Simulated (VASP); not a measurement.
# Pt (I4/mmm) in VASP: a series of runs, part 3 of 4

VASP 6.6.1.

### 4 Single point, PBE (16.27 Å³/atom)

This run uses another cell than the first one, of 16.27 Å³/atom.

Input file INCAR:

```
PREC = Accurate
ENCUT = 520
EDIFF = 1E-7
ISMEAR = 0
SIGMA = 0.15
LREAL = False
LASPH = True
NELM = 60
ALGO = Fast
ISIF = 2
LWAVE = False
LCHARG = False
GGA = PE
NBANDS = 11
```

Input file KPOINTS:

```
regular mesh
0
Gamma
  22 22 22
```

Input file POSCAR:

```
Pt
1.0
    0.0000000000      2.2873307371      1.5546987020
    2.2873307371      0.0000000000      1.5546987020
    2.2873307371      2.2873307371      0.0000000000
Pt
1
Direct
    0.0000000000      0.0000000000      0.0000000000
```

Potentials or basis: VASP PAW PBE potentials, release 64 (Pt).

Run with:

```
> cat potpaw_PBE.64/Pt/POTCAR > POTCAR
> mpirun -np 1 vasp_std > vasp.out
```

OUTCAR:

```text
PREC = Accurate
   ENCUT = 520
   EDIFF = 1E-7
   ISMEAR = 0
   LREAL = False
   LASPH = True
   NELM = 60
   ISIF = 2
   GGA = PE

 ion  position               nearest neighbor table
   1  0.000  0.000  0.000-

  LATTYP: Found a body centered tetragonal cell.
 ALAT       =     3.2347741500
 C/A-ratio  =     0.9612409583

  Lattice vectors:

 A1 = (   0.0000000000,  -2.2873307371,  -1.5546987020)
 A2 = (   0.0000000000,   2.2873307371,  -1.5546987020)
 A3 = (   2.2873307371,   0.0000000000,   1.5546987020)

Analysis of symmetry for initial positions (statically):
=====================================================================
 Subroutine PRICEL returns:
 Original cell was already a primitive cell.

 Routine SETGRP: Setting up the symmetry group for a
 body centered tetragonal supercell.

 Subroutine GETGRP returns: Found 16 space group operations
 (whereof 16 operations were pure point group operations)
 out of a pool of 16 trial point group operations.

The static configuration has the point symmetry D_4h.

Analysis of symmetry for dynamics (positions and initial velocities):
=====================================================================
 Subroutine PRICEL returns:
 Original cell was already a primitive cell.

 Routine SETGRP: Setting up the symmetry group for a
 body centered tetragonal supercell.

 Subroutine GETGRP returns: Found 16 space group operations
 (whereof 16 operations were pure point group operations)
 out of a pool of 16 trial point group operations.

The dynamic configuration has the point symmetry D_4h.

 Subroutine INISYM returns: Found 16 space group operations
 (whereof 16 operations are pure point group operations),
 and found     1 'primitive' translations

----------------------------------------------------------------------------------------

                                     Primitive cell

  volume of cell :      16.2680

  direct lattice vectors                    reciprocal lattice vectors
     0.000000000  2.287330737  1.554698702    -0.218595410  0.218595410  0.321605723
     2.287330737  0.000000000  1.554698702     0.218595410 -0.218595410  0.321605723
     2.287330737  2.287330737  0.000000000     0.218595410  0.218595410 -0.321605723

  length of vectors
     2.765677124  2.765677124  3.234774150     0.446092084  0.446092084  0.446092084

  position of ions in fractional coordinates (direct lattice)
     0.000000000  0.000000000  0.000000000

  ion indices of the primitive-cell ions
   primitive index   ion index
                 1           1

----------------------------------------------------------------------------------------

 KPOINTS: regular mesh

Automatic generation of k-mesh.
 Grid dimensions read from file:
 generate k-points for:   22   22   22

 Generating k-lattice:

  Cartesian coordinates                     Fractional coordinates (reciprocal lattice)
    -0.009936155  0.009936155  0.014618442     0.045454545  0.000000000  0.000000000
     0.009936155 -0.009936155  0.014618442     0.000000000  0.045454545  0.000000000
     0.009936155  0.009936155 -0.014618442    -0.000000000 -0.000000000  0.045454545

  Length of vectors
     0.020276913  0.020276913  0.020276913

  Shift w.r.t. Gamma in fractional coordinates (k-lattice)
     0.000000000  0.000000000  0.000000000

 Subroutine IBZKPT returns following result:
 ===========================================

 Found    834 irreducible k-points:

 Following reciprocal coordinates:
            Coordinates               Weight
  0.000000  0.000000  0.000000      1.000000
  0.045455  0.000000  0.000000      8.000000
  0.090909  0.000000  0.000000      8.000000
  0.136364  0.000000  0.000000      8.000000
  0.181818  0.000000  0.000000      8.000000
  0.227273  0.000000  0.000000      8.000000
[... 16 lines left out ...]
  0.500000  0.045455  0.000000      8.000000
 -0.454545  0.045455  0.000000      8.000000
 [... further k-points ...]
   k-points           NKPTS =    834   k-points in BZ     NKDIM =    834   number of bands    NBANDS=     11
   number of dos      NEDOS =    301   number of ions     NIONS =      1
   total plane-waves  NPLWV =  13824
   dimension x,y,z NGX =    24 NGY =   24 NGZ =   24
   dimension x,y,z NGXF=    48 NGYF=   48 NGZF=   48
   ions per type =               1
   NGX,Y,Z   is equivalent  to a cutoff of  14.43, 14.43, 12.33 a.u.
   NGXF,Y,Z  is equivalent  to a cutoff of  28.85, 28.85, 24.67 a.u.
 SYSTEM =  unknown system
   PREC   = accura    normal or accurate (medium, high low for compatibility)
   ISTART =      0    job   : 0-new  1-cont  2-samecut
   ICHARG =      2    charge: 1-file 2-atom 10-const
   ISPIN  =      1    spin polarized calculation?
   LNONCOLLINEAR =      F non collinear calculations
   LSORBIT =      F    spin-orbit coupling
   LASPH  =      T    aspherical Exc in radial PAW
   ENCUT  =  520.0 eV  38.22 Ry    6.18 a.u.   5.14  5.14  6.01*2*pi/ulx,y,z
   NELM   =     60;   NELMIN=  2; NELMDL= -5     # of ELM steps
   EDIFF  = 0.1E-06   stopping-criterion for ELM
   LREAL  =      F    real-space projection
   EDIFFG = 0.1E-05   stopping-criterion for IOM
   NSW    =      0    number of steps for IOM
   IBRION =     -1    ionic relax: 0-MD 1-quasi-New 2-CG
   NFREE  =      0    steps in history (QN), initial steepest desc. (CG)
   ISIF   =      2    stress and relaxation
   ISYM   =      2    0-nonsym 1-usesym 2-fastsym
   POTIM  = 0.5000    time-step for ionic-motion
   TEBEG  =    0.0;   TEEND  =   0.0 temperature during run
   PSTRESS=    0.0 pullay stress
   NELECT =      10.0000    total number of electrons
   NUPDOWN=      -1.0000    fix difference up-down
   EMIN   =  10.00;   EMAX   =-10.00  energy-range for DOS
   EFERMI =   0.00;   METHOD = LEGACY
   ISMEAR =     0;   SIGMA  =   0.15  broadening in eV -4-tet -1-fermi 0-gaus
   EFERMI_NEDOS =   21; number of points for ismear=-14 and -15
   IALGO  =     68    algorithm
   IMIX   =      4    mixing-type and parameters
     AMIX     =   0.40;   BMIX     =  1.00
     AMIX_MAG =   1.60;   BMIX_MAG =  1.00
  volume/ion in A,a.u.               =      16.27       109.78
  Fermi-wavevector in a.u.,A,eV,Ry     =   1.391971  2.630443 26.362411  1.937583
  Thomas-Fermi vector in A             =   2.515759
   LORBIT       =      0    0 simple, 1 ext, 2 COOP (PROOUT), +10 PAW based schemes
   GGA     = PE    functional components
   LHFCALC =     F    Hartree Fock is set to
   AEXX    =    0.0000 exact exchange contribution
   IVDW    =     0    specifies the selected vdW correction
   LEPSILON=     F    determine dielectric tensor
   LRPA    =     F    only Hartree local field effects (RPA)
 non-spin polarized calculation
 RMM-DIIS sequential band-by-band and
 Gauss-broadening in eV      SIGMA  =   0.15
  energy-cutoff  :      520.00
  volume of cell :       16.27
 maximum number of plane-waves:       450
 NGX is ok and might be reduce to    24
   NGX = 11   NGY = 11   NGZ = 13

 number of electron      10.0000000 magnetization

 Free energy of the ion-electron system (eV)
  ---------------------------------------------------
  ext. energy  EPLUGINS =         0.00000000
  ---------------------------------------------------
  free energy    TOTEN  =        -6.00214669 eV

  energy without entropy =       -5.98864992  energy(sigma->0) =       -5.99539830

 E-fermi :   9.6772     XC(G=0): -13.0309

 val. band max:        9.6733112456   @ k =   0.3636   0.0000   0.3636
 cond. band min:       9.6777825712   @ k =  -0.1818   0.3182   0.1364
 fundamental gap:      0.0044713257
 Fermi energy:         9.6772233283

 k-point     1 :       0.0000    0.0000    0.0000
  band No.  band energies     occupation
      1       0.4894      2.00000
      2       6.1584      2.00000
      3       6.4818      2.00000
      4       6.4818      2.00000
      5       8.5085      2.00000
      6       8.9313      2.00000
      7      26.5430      0.00000
      8      26.5430      0.00000
      9      27.3185      0.00000
     10      36.0919      0.00000
     11      36.2918      0.00000
[... 309 lines left out ...]
 k-point    24 :      -0.4545    0.0455    0.0000
  band No.  band energies     occupation
      1       3.4929      2.00000
      2       4.9972      2.00000
      3       8.4616      2.00000
      4       8.5692      2.00000
      5      10.3382      0.00000
      6      10.5469      0.00000
      7      16.4642      0.00000
      8      23.0524      0.00000
      9      25.0400      0.00000
     10      33.3361      0.00000
     11      34.0486      0.00000

 [... further k-points ...]

------------------------ aborting loop because EDIFF is reached ----------------------------------------

  FORCE on cell =-STRESS in cart. coord.  units (eV):
  Direction    XX          YY          ZZ          XY          YZ          ZX
  --------------------------------------------------------------------------------------
  -------------------------------------------------------------------------------------
  Total       -0.5376354     -0.5376354     -0.8970396      0.0000000     -0.0000000     -0.0000000
  in kB      -52.9497962    -52.9497962    -88.3462308      0.0000000     -0.0000000     -0.0000000
  external PRESSURE =     -64.7486078 kB  Pullay stress =       0.0000000 kB

 VOLUME and BASIS-vectors are now :
 -----------------------------------------------------------------------------
  energy-cutoff  :      520.00
  volume of cell :       16.27
      direct lattice vectors                 reciprocal lattice vectors
     0.000000000  2.287330737  1.554698702    -0.218595410  0.218595410  0.321605723
     2.287330737  0.000000000  1.554698702     0.218595410 -0.218595410  0.321605723
     2.287330737  2.287330737  0.000000000     0.218595410  0.218595410 -0.321605723

 POSITION                                       TOTAL-FORCE (eV/Angst)
 -----------------------------------------------------------------------------------
      0.00000      0.00000      0.00000         0.000000      0.000000      0.000000
 -----------------------------------------------------------------------------------
    total drift:                               -0.000000      0.000000     -0.000000

  FREE ENERGIE OF THE ION-ELECTRON SYSTEM (eV)
  ---------------------------------------------------
  free  energy   TOTEN  =        -6.0021466910 eV

  energy  without entropy=       -5.9886499152  energy(sigma->0) =       -5.99539830
```

OSZICAR:

```text
N       E                     dE             d eps       ncg     rms          rms(c)
DAV:   1     0.394116367118E+02    0.39412E+02   -0.53012E+03 18876   0.838E+02
DAV:   2    -0.575623398153E+01   -0.45168E+02   -0.43107E+02 20925   0.173E+02
DAV:   3    -0.636403496768E+01   -0.60780E+00   -0.60469E+00 21460   0.192E+01
DAV:   4    -0.636647816803E+01   -0.24432E-02   -0.24430E-02 21234   0.143E+00
DAV:   5    -0.636649892279E+01   -0.20755E-04   -0.20754E-04 21721   0.123E-01    0.100E+01
RMM:   6    -0.603254167757E+01    0.33396E+00   -0.35439E-01 18394   0.503E+00    0.534E+00
RMM:   7    -0.600471433912E+01    0.27827E-01   -0.54532E-02 19313   0.215E+00    0.232E+00
RMM:   8    -0.600241085600E+01    0.23035E-02   -0.66056E-03 19815   0.701E-01    0.528E-01
RMM:   9    -0.600213167689E+01    0.27918E-03   -0.80296E-04 21081   0.245E-01    0.394E-02
RMM:  10    -0.600214536786E+01   -0.13691E-04   -0.11609E-04 21446   0.817E-02    0.470E-02
RMM:  11    -0.600214621311E+01   -0.84525E-06   -0.12514E-05 22427   0.252E-02    0.804E-03
RMM:  12    -0.600214667738E+01   -0.46427E-06   -0.29156E-06 21371   0.115E-02    0.577E-03
RMM:  13    -0.600214654709E+01    0.13029E-06   -0.71535E-07 18397   0.553E-03    0.201E-03
RMM:  14    -0.600214668377E+01   -0.13667E-06   -0.16691E-07 14814   0.250E-03    0.556E-04
RMM:  15    -0.600214669101E+01   -0.72404E-08   -0.40611E-08 12423   0.133E-03
   1 F= -.60021467E+01 E0= -.59953983E+01  d E =-.134968E-01
```

It took 1.9 min on 1 thread of Intel Xeon 6975P-C (Granite Rapids), shared host; peak memory 0.27 GiB.

Results:

```
Free energy            : -6.0021 eV
Pressure               : -6.5 GPa
Band gap on the k mesh : zero (bands 5 and 6 overlap by 2.06 eV)
```

Levels at points of the mesh, in eV from the Fermi level:
| k point | band 1 | band 2 | band 3 | band 4 | band 5 | band 6 | band 7 | band 8 | band 9 | band 10 |
| --- | --- | --- | --- | --- | --- | --- | --- | --- | --- | --- |
| (0.00, 0.00, 0.00) | -9.19 | -3.52 | -3.20 | -3.20 | -1.17 | -0.75 | 16.87 | 16.87 | 17.64 | 26.41 |
| (0.50, 0.00, 0.00) | -6.26 | -4.78 | -1.06 | -0.51 | 0.46 | 1.01 | 6.18 | 13.12 | 15.31 | 23.97 |
| (0.50, 0.50, 0.00) | -5.78 | -5.78 | 0.46 | 0.46 | 0.58 | 7.23 | 7.23 | 8.41 | 12.31 | 18.19 |
| (0.50, 0.00, 0.50) | -6.31 | -4.43 | -1.40 | -0.75 | 0.21 | 0.94 | 5.84 | 13.59 | 16.26 | 23.21 |

Caveat: the cell stands under tension; spin-orbit coupling is left out, which moves the levels of the heavy elements.

### 5 Single point, PBE (16.89 Å³/atom)

This run uses another cell than the first one, of 16.89 Å³/atom.

Input file INCAR:

```
PREC     = Accurate       # precision mode
ENCUT    = 520            # plane-wave cutoff, eV
EDIFF    = 1E-7           # SCF threshold, eV
ISMEAR   = 0              # smearing method
SIGMA    = 0.15           # smearing width, eV
LREAL    = F              # projectors in reciprocal space
LASPH    = T              # aspherical terms in the spheres
NELM     = 60             # most SCF steps
ALGO     = Fast           # electronic algorithm
ISIF     = 2              # what is computed and relaxed
LWAVE    = F              # write WAVECAR
LCHARG   = F              # write CHGCAR
GGA      = PE             # functional
NBANDS   = 11             # bands
```

Input file KPOINTS:

```
Automatic mesh
0
Gamma
  22 22 22
```

Input file POSCAR:

```
Pt
1.0
    0.0000000000      2.2573613561      1.6575804438
    2.2573613561      0.0000000000      1.6575804438
    2.2573613561      2.2573613561      0.0000000000
Pt
1
Direct
    0.0000000000      0.0000000000      0.0000000000
```

Run with:

```
> cat potpaw_PBE.64/Pt/POTCAR > POTCAR
> mpirun -np 1 vasp_std > vasp.out
```

It took 53 s on 1 thread of Intel Xeon 6975P-C (Granite Rapids), shared host; peak memory 0.27 GiB.

It converged, with:

```yaml
Free_energy: -5.9625 eV
Pressure: -13.3 GPa
Band_gap_on_the_k_mesh: zero (bands 5 and 6 overlap by 1.94 eV)
```

Stress tensor (GPa, compression positive):
```
-14.17   0.00   0.00
  0.00 -14.17   0.00
  0.00   0.00 -11.66
```

Levels at points of the mesh, in eV from the Fermi level:
```
           k point  band 2  band 3  band 4  band 5  band 6  band 7  band 8  band 9
(0.00, 0.00, 0.00)   -3.21   -3.21   -2.93   -1.07   -0.73   16.67   17.33   17.33
(0.50, 0.00, 0.00)   -4.29   -1.23   -0.61    0.42    0.89    5.66   13.40   15.60
(0.50, 0.50, 0.00)   -5.42    0.40    0.49    0.49    6.81    7.90    7.90   11.78
(0.50, 0.00, 0.50)   -4.60   -0.82   -0.51    0.64    0.96    5.96   12.94   14.73
```

Caveat: the cell stands under tension; spin-orbit coupling is left out, which moves the levels of the heavy elements.

(Continued in part 4 of 4.)
